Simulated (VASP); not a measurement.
A run of VASP 6.6.1 is set up as follows.

The input INCAR:

```
SYSTEM = HC12
ALGO     = Normal         ! electronic algorithm
DIPOL    = 0.5 0.5 0.300
EDIFF    = 1E-6           ! SCF threshold, eV
ENCUT    = 520            ! plane-wave cutoff, eV
GGA      = PE             ! functional
IDIPOL   = 3            
ISIF     = 2              ! what is computed and relaxed
ISMEAR   = 0              ! smearing method
ISPIN    = 2              ! spin polarisation
IVDW     = 12             ! dispersion correction
KPAR     = 4            
LASPH    = .True.         ! aspherical terms in the spheres
LCHARG   = .False.        ! write CHGCAR
LDIPOL   = .True.       
LORBIT   = 11             ! projections on sites
LREAL    = .False.        ! projectors in reciprocal space
LWAVE    = .False.        ! write WAVECAR
MAGMOM   = 0 0 0 0 0 0 0 0 0 0 0 0 1 ! initial moments
NBANDS   = 40             ! bands
NELM     = 150            ! most SCF steps
PREC     = Accurate       ! precision mode
SIGMA    = 0.05           ! smearing width, eV
```

KPOINTS

```
k-points
0
Gamma
  6 7 1
  0 0 0
```

The input POSCAR:

```
HC12
1.0
    4.9311586502      0.0000000000      0.0000000000
    0.0000000000      4.0098697767      0.0000000000
    0.0000000000      0.0000000000     21.6014232414
C H
12 1
Direct
    0.2500000000      0.3776970832      0.1851729840
    0.7500000000      0.3776970832      0.1851729840
    0.0000000000      0.4720802753      0.2130426460
    0.5000000000      0.4720802753      0.2130426460
    0.0000000000      0.6609562027      0.2688143161
    0.5000000000      0.6609562027      0.2688143161
    0.2500000000      0.7503681903      0.2962457608
    0.7500000000      0.7503681903      0.2962457608
    0.2500000000      0.9412921293      0.3552728042
    0.7500000000      0.9412921293      0.3552728042
    0.0000000000      0.0234303656      0.3796705036
    0.5000000000      0.0234303656      0.3796705036
    0.1666666667      0.5234303656      0.5092915924
```

Potentials or basis: VASP PAW PBE potentials, release 64 (C, H).

Command:

```bash
$ cat potpaw_PBE.64/C/POTCAR potpaw_PBE.64/H/POTCAR > POTCAR
$ mpirun -np 4 vasp_std > vasp.out
```

(1) What does it give for the band gap on the k mesh?

(2) What does it give for the net moment?

(3) What does it give for the dispersion energy per atom?

Answers

(1) 0.03 eV (least direct gap 0.06 eV).

(2) 1.02 μB per cell.

(3) -0.102 eV.

Caveat: a moment this small can come from the mesh or the smearing.
